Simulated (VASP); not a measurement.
Write the native input for VASP 6.6.1 that does the following.

```
Task                   : single point
Functional             : PBE
Potentials or basis    : VASP PAW PBE potentials, release 64 (Zn, In_d, O)
Cutoff                 : 520 eV
k mesh                 : 14 × 14 × 8
Occupations            : gaussian, width 0.1 eV
Spin                   : no spin polarisation
Dipole correction      : no
Further INCAR settings : ALGO = Normal; EDIFF = 1e-07; NBANDS = 30
```

The structure of Zn2InO lies in POSCAR:

```
Zn2InO
1.0
    3.2881634454      0.0000000000      0.0000000000
    0.0000000000      3.2881634454      0.0000000000
    0.0000000000      0.0000000000      6.8979095963
Zn In O
2 1 1
Direct
    0.5000000000      0.0000000000      0.8269086950
    0.0000000000      0.5000000000      0.1730913050
    0.5000000000      0.5000000000      0.5000000000
    0.0000000000      0.0000000000      0.0000000000
```

These files were run (other wordings do the same):

INCAR

```
SYSTEM = Zn2InO
PREC     = Accurate       ! precision mode
ENCUT    = 520            ! plane-wave cutoff, eV
EDIFF    = 1E-7           ! SCF threshold, eV
ISMEAR   = 0              ! smearing method
SIGMA    = 0.1            ! smearing width, eV
LREAL    = .False.        ! projectors in reciprocal space
LASPH    = .True.         ! aspherical terms in the spheres
NELM     = 60             ! most SCF steps
ALGO     = Normal         ! electronic algorithm
ISIF     = 2              ! what is computed and relaxed
LWAVE    = .False.        ! write WAVECAR
LCHARG   = .True.         ! write CHGCAR
GGA      = PE             ! functional
LELF     = .True.         ! ELF
LVHAR    = .True.       
NBANDS   = 30             ! bands
```

KPOINTS

```
Automatic mesh
0
Gamma
  14 14 8
  0 0 0
```

Potentials or basis: VASP PAW PBE potentials, release 64 (Zn, In_d, O).

Command:

```bash
$ cat potpaw_PBE.64/Zn/POTCAR potpaw_PBE.64/In_d/POTCAR potpaw_PBE.64/O/POTCAR > POTCAR
$ mpirun -np 1 vasp_std > vasp.out
```

It gave:

The pressure is -2.8 GPa and the largest force is 0.059 eV/Å. The band gap on the k mesh is zero (an odd number of electrons rules out a gap without spin polarisation).

Caveat: spin-orbit coupling is left out, which moves the levels of the heavy elements; an odd number of electrons without spin polarisation forces a metal; a magnetic or distorted state may lie lower.

It took 2.1 min on 1 thread of Intel(R) Xeon(R) 6975P-C (Granite Rapids), with other jobs on the host, peak memory 0.46 GiB.
